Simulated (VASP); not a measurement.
# Tc (Fm-3m) in VASP: a series of runs

Tc is run at these levels: PBEsol, r2SCAN0, LDA, BLYP+D3(BJ), r2SCANh; tasks: relaxation of cell and atoms, single point.

Program: VASP 6.6.1. These are calculated values, not measurements. Logs are shortened: lines on timing, memory, paths and dates and some standing lists are left out, and cuts for length are marked.

### 1 The cell of the first run

The structure is cubic, space group Fm-3m (No. 225). Conventional cell: a = 3.939 Å, b = 3.939 Å, c = 3.939 Å, α = 90.00°, β = 90.00°, γ = 90.00°. Within 3.7 Å of Tc (site symmetry m-3m) lie 12 Tc at 2.79 Å.

This isn't the form of Tc at room conditions, which is hcp.

### 2 Relaxation of cell and atoms, PBEsol (15.27 Å³/atom)

Contents of POSCAR:

```
Tc
1.0
    0.0000000000      1.9693081864      1.9693081864
    1.9693081864      0.0000000000      1.9693081864
    1.9693081864      1.9693081864      0.0000000000
Tc
1
Direct
    0.0000000000      0.0000000000      0.0000000000
```

Contents of INCAR.step1:

```
GGA = PS
ISMEAR = 1
SIGMA = 0.05
LWAVE = False
LCHARG = False
NSW = 80
PREC = Accurate
LASPH = True
LREAL = False
ALGO = Normal
EDIFF = 1E-7
NELM = 120
GGA_COMPAT = False
IBRION = 2
ISIF = 3
EDIFFG = -0.002
NELMIN = 4
ENCUT = 700
POTIM = 0.5
```

Contents of INCAR.step4:

```
GGA = PS
ISMEAR = 1
SIGMA = 0.05
LWAVE = False
LCHARG = False
PREC = Accurate
LASPH = True
LREAL = False
ALGO = Normal
EDIFF = 1E-7
NELM = 120
GGA_COMPAT = False
ISIF = 2
ENCUT = 700
```

Contents of KPOINTS:

```
Automatic mesh
0
Gamma
  16 16 16
  0 0 0
```

Potentials or basis: VASP PAW PBE potentials, release 64 (Tc_pv).

Launch:

```console
$ cat potpaw_PBE.64/Tc_pv/POTCAR > POTCAR
$ cp INCAR.step1 INCAR
$ cp POSCAR.step1 POSCAR
$ mpirun -np 1 vasp_std > vasp.out
$ cp CONTCAR POSCAR
$ mpirun -np 1 vasp_std > vasp.out
$ cp CONTCAR POSCAR
$ mpirun -np 1 vasp_std > vasp.out
$ cp CONTCAR POSCAR
$ cp INCAR.step4 INCAR
$ mpirun -np 1 vasp_std > vasp.out
```

OUTCAR:

```text
GGA = PS
   ISMEAR = 1
   PREC = Accurate
   LASPH = True
   LREAL = False
   EDIFF = 1E-7
   NELM = 120
   ISIF = 2
   ENCUT = 700

 ion  position               nearest neighbor table
   1  0.000  0.000  0.000-

  LATTYP: Found a face centered cubic cell.
 ALAT       =     3.8304573075

  Lattice vectors:

 A1 = (   0.0000000000,   1.9152286538,   1.9152286538)
 A2 = (   1.9152286538,   0.0000000000,   1.9152286538)
 A3 = (   1.9152286538,   1.9152286538,   0.0000000000)

Analysis of symmetry for initial positions (statically):
=====================================================================
 Subroutine PRICEL returns:
 Original cell was already a primitive cell.

 Routine SETGRP: Setting up the symmetry group for a
 face centered cubic supercell.

 Subroutine GETGRP returns: Found 48 space group operations
 (whereof 48 operations were pure point group operations)
 out of a pool of 48 trial point group operations.

The static configuration has the point symmetry O_h .

Analysis of symmetry for dynamics (positions and initial velocities):
=====================================================================
 Subroutine PRICEL returns:
 Original cell was already a primitive cell.

 Routine SETGRP: Setting up the symmetry group for a
 face centered cubic supercell.

 Subroutine GETGRP returns: Found 48 space group operations
 (whereof 48 operations were pure point group operations)
 out of a pool of 48 trial point group operations.

The dynamic configuration has the point symmetry O_h .

 Subroutine INISYM returns: Found 48 space group operations
 (whereof 48 operations are pure point group operations),
 and found     1 'primitive' translations

----------------------------------------------------------------------------------------

                                     Primitive cell

  volume of cell :      14.0505

  direct lattice vectors                    reciprocal lattice vectors
     0.000000000  1.915228654  1.915228654    -0.261065434  0.261065434  0.261065434
     1.915228654  0.000000000  1.915228654     0.261065434 -0.261065434  0.261065434
     1.915228654  1.915228654  0.000000000     0.261065434  0.261065434 -0.261065434

  length of vectors
     2.708542337  2.708542337  2.708542337     0.452178596  0.452178596  0.452178596

  position of ions in fractional coordinates (direct lattice)
     0.000000000  0.000000000  0.000000000

  ion indices of the primitive-cell ions
   primitive index   ion index
                 1           1

----------------------------------------------------------------------------------------

 KPOINTS: Automatic mesh

Automatic generation of k-mesh.
 Grid dimensions read from file:
 generate k-points for:   16   16   16

 Generating k-lattice:

  Cartesian coordinates                     Fractional coordinates (reciprocal lattice)
    -0.016316590  0.016316590  0.016316590     0.062500000  0.000000000  0.000000000
     0.016316590 -0.016316590  0.016316590     0.000000000  0.062500000  0.000000000
     0.016316590  0.016316590 -0.016316590     0.000000000  0.000000000  0.062500000

  Length of vectors
     0.028261162  0.028261162  0.028261162

  Shift w.r.t. Gamma in fractional coordinates (k-lattice)
     0.000000000  0.000000000  0.000000000

 Subroutine IBZKPT returns following result:
 ===========================================

 Found    145 irreducible k-points:

 Following reciprocal coordinates:
            Coordinates               Weight
  0.000000  0.000000  0.000000      1.000000
  0.062500  0.000000  0.000000      8.000000
  0.125000  0.000000  0.000000      8.000000
  0.187500  0.000000  0.000000      8.000000
  0.250000  0.000000  0.000000      8.000000
  0.312500  0.000000  0.000000      8.000000
[... 16 lines left out ...]
 -0.125000  0.062500  0.000000     24.000000
 -0.062500  0.062500  0.000000     12.000000
 [... further k-points ...]
   k-points           NKPTS =    145   k-points in BZ     NKDIM =    145   number of bands    NBANDS=     10
[... 47 lines left out ...]

 k-point     1 :       0.0000    0.0000    0.0000
  band No.  band energies     occupation
      1     -25.2465      2.00000
      2     -25.2465      2.00000
      3     -25.2465      2.00000
      4       5.3745      2.00000
      5      11.1561      2.00000
      6      11.1561      2.00000
      7      11.1561      2.00000
      8      13.8742     -0.00000
      9      13.8742     -0.00000
     10      27.0129      0.00000

 k-point     2 :       0.0625    0.0000    0.0000
  band No.  band energies     occupation
      1     -25.3019      2.00000
      2     -25.2534      2.00000
      3     -25.2534      2.00000
      4       5.5462      2.00000
      5      11.0519      2.00000
      6      11.2320      2.00000
      7      11.2320      2.00000
      8      13.8180     -0.00000
      9      13.8180     -0.00000
     10      27.3280      0.00000

 k-point     3 :       0.1250    0.0000    0.0000
  band No.  band energies     occupation
      1     -25.4581      2.00000
      2     -25.2731      2.00000
      3     -25.2731      2.00000
      4       6.0276      2.00000
      5      10.8041      2.00000
      6      11.4206      2.00000
      7      11.4206      2.00000
      8      13.7061     -0.00000
      9      13.7061     -0.00000
     10      28.1611      0.00000

 k-point     4 :       0.1875    0.0000    0.0000
  band No.  band energies     occupation
      1     -25.6874      2.00000
      2     -25.3025      2.00000
      3     -25.3025      2.00000
      4       6.6946      2.00000
      5      10.5992      2.00000
      6      11.5889      2.00000
      7      11.5889      2.00000
      8      13.7101     -0.00000
      9      13.7101     -0.00000
     10      28.6315      0.00000
[... 222 lines left out ...]
 k-point    22 :      -0.1875    0.0625    0.0000
  band No.  band energies     occupation
      1     -25.7845      2.00000
      2     -25.3655      2.00000
      3     -25.2990      2.00000
      4       7.0583      2.00000
      5      10.4312      2.00000
      6      11.6345      2.00000
      7      11.7191      2.00000
      8      13.3236     -0.00000
      9      14.2577      0.00000
     10      28.5206      0.00000

 k-point    23 :      -0.1250    0.0625    0.0000
  band No.  band energies     occupation
      1     -25.5501      2.00000
      2     -25.3246      2.00000
      3     -25.2716      2.00000
      4       6.3794      2.00000
      5      10.5884      2.00000
      6      11.5574      2.00000
      7      11.5835      2.00000
      8      13.3501     -0.00000
      9      13.9739     -0.00000
     10      28.7459      0.00000

 k-point    24 :      -0.0625    0.0625    0.0000
  band No.  band energies     occupation
      1     -25.3793      2.00000
      2     -25.2852      2.00000
      3     -25.2555      2.00000
      4       5.8228      2.00000
      5      10.8661      2.00000
      6      11.3359      2.00000
      7      11.3940      2.00000
      8      13.5901     -0.00000
      9      13.8909     -0.00000
     10      27.8258      0.00000

 [... further k-points ...]

------------------------ aborting loop because EDIFF is reached ----------------------------------------

  FORCE on cell =-STRESS in cart. coord.  units (eV):
  Direction    XX          YY          ZZ          XY          YZ          ZX
  --------------------------------------------------------------------------------------
  -------------------------------------------------------------------------------------
  Total        0.0005952      0.0005952      0.0005952     -0.0000000      0.0000000      0.0000000
  in kB        0.0678756      0.0678756      0.0678756     -0.0000000      0.0000000      0.0000000
  external PRESSURE =       0.0678756 kB  Pullay stress =       0.0000000 kB

 VOLUME and BASIS-vectors are now :
 -----------------------------------------------------------------------------
  energy-cutoff  :      700.00
  volume of cell :       14.05
      direct lattice vectors                 reciprocal lattice vectors
     0.000000000  1.915228654  1.915228654    -0.261065434  0.261065434  0.261065434
     1.915228654  0.000000000  1.915228654     0.261065434 -0.261065434  0.261065434
     1.915228654  1.915228654  0.000000000     0.261065434  0.261065434 -0.261065434

 POSITION                                       TOTAL-FORCE (eV/Angst)
 -----------------------------------------------------------------------------------
      0.00000      0.00000      0.00000         0.000000      0.000000      0.000000
 -----------------------------------------------------------------------------------
    total drift:                                0.000000      0.000000     -0.000000

  FREE ENERGIE OF THE ION-ELECTRON SYSTEM (eV)
  ---------------------------------------------------
  free  energy   TOTEN  =       -11.1887873090 eV

  energy  without entropy=      -11.1884215484  energy(sigma->0) =      -11.18866539
```

It took 97 s on 1 thread of Intel Xeon Platinum 8259CL at 2.50GHz (Skylake/Cascade Lake), shared host; peak memory 0.17 GiB.

What came out:

```
Free energy                           : -11.1888 eV
Relaxed volume                        : 14.05 Å³/atom
Relaxed cell                          : a = 2.709 Å, b = 2.709 Å, c = 2.709 Å, α = 60.00°, β = 60.00°, γ = 60.00°
Space group after relaxing (to 0.1 Å) : Fm-3m (No. 225)
Energy gained by relaxing             : 92.4 meV/atom
Ionic steps                           : 7
Pressure after relaxing               : 0.0 GPa
Band gap on the k mesh                : zero (an odd number of electrons rules out a gap without spin polarisation)
```

Step by step:
```csv
step,energy change (eV),largest force (eV/Å),pressure (GPa),volume (Å³)
1,0.0000,0.0000,-22.59,15.27
2,0.9528,0.0000,135.89,10.99
3,-0.0922,0.0000,-2.73,14.17
4,-0.0932,0.0000,-0.77,14.08
5,-0.0932,0.0000,0.01,14.05
6,-0.0924,0.0000,0.01,14.05
7,-0.0924,0.0000,0.01,14.05
```

Final structure:
```cif
data_structure
_symmetry_space_group_name_H-M 'P 1'
_symmetry_Int_Tables_number 1
_cell_length_a 2.7085
_cell_length_b 2.7085
_cell_length_c 2.7085
_cell_angle_alpha 60.000
_cell_angle_beta 60.000
_cell_angle_gamma 60.000
_cell_volume 14.05
loop_
_atom_site_label
_atom_site_type_symbol
_atom_site_fract_x
_atom_site_fract_y
_atom_site_fract_z
_atom_site_occupancy
Tc1 Tc 0.00000 0.00000 0.00000 1
```

Caveat: the PAW data sets were made with another functional, which shifts forces and pressure a little.

### 3 Single point, r2SCAN0 (13.05 Å³/atom)

This run uses another cell than the first one, of 13.05 Å³/atom.

Contents of POSCAR:

```
Tc
1.0
    0.0000000000      1.8686537450      1.8686537450
    1.8686537450      0.0000000000      1.8686537450
    1.8686537450      1.8686537450      0.0000000000
Tc
1
Direct
    0.0000000000      0.0000000000      0.0000000000
```

Contents of INCAR.step1:

```
SYSTEM = Tc
PREC = Accurate
ENCUT = 440
EDIFF = 1E-5
ISMEAR = 0
SIGMA = 0.02
LREAL = .False.
LASPH = .True.
NELM = 120
ALGO = Normal
ISIF = 2
LWAVE = .True.
LCHARG = .False.
NBANDS = 12
GGA = PE
GGA_COMPAT = .False.
```

Contents of INCAR.step2:

```
SYSTEM = Tc
PREC = Accurate
ENCUT = 440
EDIFF = 1E-6
ISMEAR = 0
SIGMA = 0.02
LREAL = .False.
LASPH = .True.
NELM = 120
ALGO = Normal
ISIF = 2
LWAVE = .False.
LCHARG = .False.
METAGGA = R2SCAN
LHFCALC = .True.
AEXX = 0.25
LMIXTAU = .True.
PRECFOCK = Normal
NBANDS = 12
ISTART = 1
GGA_COMPAT = .False.
```

Contents of KPOINTS:

```
regular mesh
0
Gamma
  8 8 8
  0 0 0
```

Potentials or basis: VASP PAW PBE potentials, release 64 (Tc_pv).

Launch:

```console
$ cat potpaw_PBE.64/Tc_pv/POTCAR > POTCAR
$ cp INCAR.step1 INCAR
$ mpirun -np 1 vasp_std > vasp.out
$ cp INCAR.step2 INCAR
$ mpirun -np 1 vasp_std > vasp.out
```

It took 24 min on 1 thread of AMD EPYC 7R13 (Zen 3), shared host; peak memory 0.11 GiB.

The run converged. Its results:

```yaml
Free_energy: -24.9889 eV
Pressure: 24.8 GPa
Band_gap_on_the_k_mesh: zero (an odd number of electrons rules out a gap without spin polarisation)
```

Levels at points of the mesh, in eV from the Fermi level:
| k point | band 4 | band 5 | band 6 | band 7 | band 8 | band 9 | band 10 | band 11 |
| --- | --- | --- | --- | --- | --- | --- | --- | --- |
| (0.00, 0.00, 0.00) | -10.05 | -3.30 | -3.30 | -3.30 | 1.63 | 1.63 | 15.38 | 22.19 |
| (0.50, 0.00, 0.00) | -8.12 | -3.46 | -3.46 | 1.27 | 4.13 | 4.13 | 13.97 | 15.11 |
| (0.50, 0.50, 0.00) | -8.64 | -8.06 | 4.29 | 4.83 | 4.83 | 4.92 | 15.48 | 15.48 |

Caveat: the k points lie up to 0.36 Å⁻¹ apart, too coarse for converged energies and pressures of a metal; the PAW data sets were made with another functional, which shifts forces and pressure a little.

### 4 Single point, LDA (13.64 Å³/atom)

This run uses another cell than the first one, of 13.64 Å³/atom.

Contents of INCAR:

```
PREC     = Accurate       # precision mode
ENCUT    = 520            # plane-wave cutoff, eV
EDIFF    = 1E-7           # SCF threshold, eV
ISMEAR   = -1             # smearing method
SIGMA    = 0.1            # smearing width, eV
LREAL    = False          # projectors in reciprocal space
LASPH    = True           # aspherical terms in the spheres
NELM     = 60             # most SCF steps
ALGO     = Normal         # electronic algorithm
ISIF     = 2              # what is computed and relaxed
LWAVE    = False          # write WAVECAR
LCHARG   = False          # write CHGCAR
GGA      = CA             # functional
NBANDS   = 12             # bands
```

Contents of KPOINTS:

```
regular mesh
0
Gamma
  12 12 12
```

Contents of POSCAR:

```
Tc
1.0
    0.0000000000      1.8965482111      1.8965482111
    1.8965482111      0.0000000000      1.8965482111
    1.8965482111      1.8965482111      0.0000000000
Tc
1
Direct
    0.0000000000      0.0000000000      0.0000000000
```

Potentials or basis: VASP PAW LDA potentials, release 64 (Tc_pv).

Launch:

```console
$ cat potpaw_LDA.64/Tc_pv/POTCAR > POTCAR
$ mpirun -np 1 vasp_std > vasp.out
```

Run time: 4.8 s. Hardware: 1 thread of Oxide Virtual Turin-like, shared host; peak memory 0.09 GiB.

The run converged. Its results:

```yaml
Free_energy: -11.6697 eV
Pressure: 5.1 GPa
Band_gap_on_the_k_mesh: zero (an odd number of electrons rules out a gap without spin polarisation)
```

Levels at points of the mesh, in eV from the Fermi level:
```csv
k point,band 3,band 4,band 5,band 6,band 7,band 8,band 9,band 10,band 11,band 12
"(0.00, 0.00, 0.00)",-38.10,-7.75,-1.98,-1.98,-1.98,0.86,0.86,13.95,19.77,19.77
"(0.50, 0.00, 0.00)",-38.30,-5.93,-2.17,-2.17,1.40,3.09,3.09,11.52,13.64,20.62
"(0.50, 0.50, 0.00)",-38.64,-6.41,-5.78,3.03,3.73,3.73,4.14,13.39,13.39,15.16
```

Caveat: the cell stands under pressure.

### 5 Single point, BLYP+D3(BJ), non-collinear spin, zero start, spin-orbit coupling

This run uses another cell than the first one, of 14.83 Å³/atom.

Contents of INCAR:

```
AGGAC = 1.0 ; AGGAX = 1.0
ALDAC = 0.0 ; ALDAX = 1.0
ALGO = Fast ; EDIFF = 1E-6
ENCUT = 520 ; GGA = B5
GGA_COMPAT = False ; ISIF = 2
ISMEAR = -5 ; IVDW = 12
LASPH = True ; LCHARG = True
LMAXMIX = 4 ; LORBIT = 11
LORBMOM = True ; LREAL = False
LSORBIT = True ; LVHAR = True
LWAVE = False ; MAGMOM = 0 0 0
NBANDS = 24 ; NELM = 150
PREC = Accurate ; SIGMA = 0.05
VDW_A1 = 0.4298 ; VDW_A2 = 4.2359
VDW_S6 = 1.0 ; VDW_S8 = 2.6996
```

Contents of KPOINTS:

```
k-points
0
Gamma
  12 12 12
```

Contents of POSCAR:

```
Tc
1.0
    0.0000000000      1.9500000000      1.9500000000
    1.9500000000      0.0000000000      1.9500000000
    1.9500000000      1.9500000000      0.0000000000
Tc
1
Direct
    0.0000000000      0.0000000000      0.0000000000
```

Potentials or basis: VASP PAW PBE potentials, release 64 (Tc_pv).

Launch:

```console
$ cat potpaw_PBE.64/Tc_pv/POTCAR > POTCAR
$ mpirun -np 1 vasp_ncl > vasp.out
```

Wall time 45 s (1 thread of Oxide Virtual Turin-like, shared host); peak memory 0.19 GiB.

It converged, with:

```
Free energy                                           : -10.4087 eV
Pressure                                              : -10.4 GPa
Net moment                                            : 0.00 μB per cell
Valence electrons inside the program's atomic spheres : Tc 12.04
Dispersion energy per atom                            : -1.436 eV
```

Moments on the atoms (μB; x, y, z):
```
Tc  0.00 0.00 0.00
```

Caveat: the cell stands under tension; the dispersion term is far too large for a dense solid, which distorts pressure and volume; the PAW data sets were made with another functional, which shifts forces and pressure a little.

### 6 Single point, r2SCANh

This run uses another cell than the first one, of 14.83 Å³/atom.

POSCAR is that of step 5.

Contents of INCAR.step1:

```
SYSTEM = Tc
  PREC = Accurate
  ENCUT = 520
  EDIFF = 1E-5
  ISMEAR = 0
  SIGMA = 0.025
  LREAL = .False.
  LASPH = .True.
  NELM = 80
  ALGO = Normal
  ISIF = 2
  LWAVE = .True.
  GGA = PE
  NBANDS = 12
```

Contents of INCAR.step2:

```
SYSTEM = Tc
  PREC = Accurate
  ENCUT = 520
  EDIFF = 1E-7
  ISMEAR = 0
  SIGMA = 0.025
  LREAL = .False.
  LASPH = .True.
  NELM = 80
  ALGO = Normal
  ISIF = 2
  LWAVE = .False.
  LCHARG = .True.
  METAGGA = R2SCAN
  LHFCALC = .True.
  AEXX = 0.1
  LMIXTAU = .True.
  PRECFOCK = Normal
  LELF = .True.
  LVHAR = .True.
  ISTART = 1
  NBANDS = 12
```

Contents of KPOINTS:

```
regular mesh
0
Gamma
  7 7 7
  0 0 0
```

Potentials or basis: VASP PAW PBE potentials, release 64 (Tc_pv).

Launch:

```console
$ cat potpaw_PBE.64/Tc_pv/POTCAR > POTCAR
$ cp INCAR.step1 INCAR
$ mpirun -np 1 vasp_std > vasp.out
$ cp INCAR.step2 INCAR
$ mpirun -np 1 vasp_std > vasp.out
```

Run time: 13 min. Hardware: 1 thread of Oxide Virtual Turin-like, shared host; peak memory 0.12 GiB.

Results (log left out):

| Quantity | Value |
| --- | --- |
| Free energy | -25.5295 eV |
| Pressure | -14.7 GPa |
| Band gap on the k mesh | zero (an odd number of electrons rules out a gap without spin polarisation) |

Levels at points of the mesh, in eV from the Fermi level:
```csv
k point,band 5,band 6,band 7,band 8,band 9,band 10
"(0.00, 0.00, 0.00)",-2.12,-2.12,-2.12,1.17,1.17,15.08
```

Caveat: the k points lie up to 0.40 Å⁻¹ apart, too coarse for converged energies and pressures of a metal; the PAW data sets were made with another functional, which shifts forces and pressure a little.

### 7 Summary

```csv
task,level,potentials or basis,spin,cell,k mesh,cutoff (eV),smearing,tolerance level,purpose,passes,dipole correction,grid for exact exchange (PRECFOCK),gap on the mesh (eV),pressure (GPa)
relaxation of cell and atoms,PBEsol,"VASP PAW PBE potentials, release 64 (Tc_pv)",off,"relaxed from a = 2.785 Å, angles 60.0°, 1 atom",16 × 16 × 16,700,methfessel-paxton 0.05 eV,standard,cell,3,-,-,none,0.0
single point,r2SCAN0,"VASP PAW PBE potentials, release 64 (Tc_pv)",off,"a = 2.643 Å, angles 60.0°, 1 atom",8 × 8 × 8,440,gaussian 0.02 eV,-,-,-,no,Normal,none,24.8
single point,LDA,"VASP PAW LDA potentials, release 64 (Tc_pv)",off,"a = 2.682 Å, angles 60.0°, 1 atom",12 × 12 × 12,520,fermi-dirac 0.1 eV,-,-,-,no,-,none,5.1
single point,BLYP+D3(BJ),"VASP PAW PBE potentials, release 64 (Tc_pv)","non-collinear, zero start, SOC","a = 2.758 Å, angles 60.0°, 1 atom",12 × 12 × 12,520,tetrahedron,-,-,-,no,-,-,-10.4
single point,r2SCANh,"VASP PAW PBE potentials, release 64 (Tc_pv)",off,"a = 2.758 Å, angles 60.0°, 1 atom",7 × 7 × 7,520,gaussian 0.025 eV,-,-,-,no,Normal,none,-14.7
```

Caveats: some runs use coarse meshes; the PAW data sets were made with another functional, which shifts forces and pressure a little (at least some runs); the cell stands under pressure (at least some runs); the cell stands under tension (at least some runs); the dispersion term is far too large for a dense solid, which distorts pressure and volume (at least some runs).

Absolute energies hang on the potentials; compare differences alone.
